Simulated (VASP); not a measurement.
Wanted: the native input for a VASP 6.6.1 run.

| Quantity | Value |
| --- | --- |
| Task | single point |
| Functional | PBE |
| Potentials or basis | VASP PAW PBE potentials, release 64 (In_d, O) |
| Cutoff | 520 eV |
| k mesh | 36 × 36 × 36 |
| Occupations | fermi-dirac, width 0.0612256 eV |
| Spin | no spin polarisation |
| Dipole correction | no |
| Further INCAR settings | ALGO = Normal; EDIFF = 1e-06; NBANDS = 20 |

The structure of InO2 (fluorite type) lies in POSCAR:

```
InO2
1.0
    0.0000000000      2.6495476141      2.6495476141
    2.6495476141      0.0000000000      2.6495476141
    2.6495476141      2.6495476141      0.0000000000
In O
1 2
Direct
    0.0000000000      0.0000000000      0.0000000000
    0.2500000000      0.2500000000      0.2500000000
    0.7500000000      0.7500000000      0.7500000000
```

These files were run (other wordings do the same):

INCAR

```
PREC     = Accurate       # precision mode
ENCUT    = 520            # plane-wave cutoff, eV
EDIFF    = 1E-6           # SCF threshold, eV
ISMEAR   = -1             # smearing method
SIGMA    = 0.06122561905347299 # smearing width, eV
LREAL    = False          # projectors in reciprocal space
LASPH    = True           # aspherical terms in the spheres
NELM     = 60             # most SCF steps
ALGO     = Normal         # electronic algorithm
ISIF     = 2              # what is computed and relaxed
LWAVE    = False          # write WAVECAR
LCHARG   = False          # write CHGCAR
GGA      = PE             # functional
NBANDS   = 20             # bands
```

KPOINTS

```
Automatic mesh
0
Gamma
  36 36 36
```

Potentials or basis: VASP PAW PBE potentials, release 64 (In_d, O).

Run with:

```bash
$ cat potpaw_PBE.64/In_d/POTCAR potpaw_PBE.64/O/POTCAR > POTCAR
$ mpirun -np 1 vasp_std > vasp.out
```

It gave:

* Pressure: -2.6 GPa
* Band gap on the k mesh: zero (an odd number of electrons rules out a gap without spin polarisation)

Caveat: spin-orbit coupling is left out, which moves the levels of the heavy elements; an odd number of electrons without spin polarisation forces a metal; a magnetic or distorted state may lie lower.

Run time: 25 min on 1 thread of Intel Xeon 8259CL (shared host), peak memory 0.81 GiB.
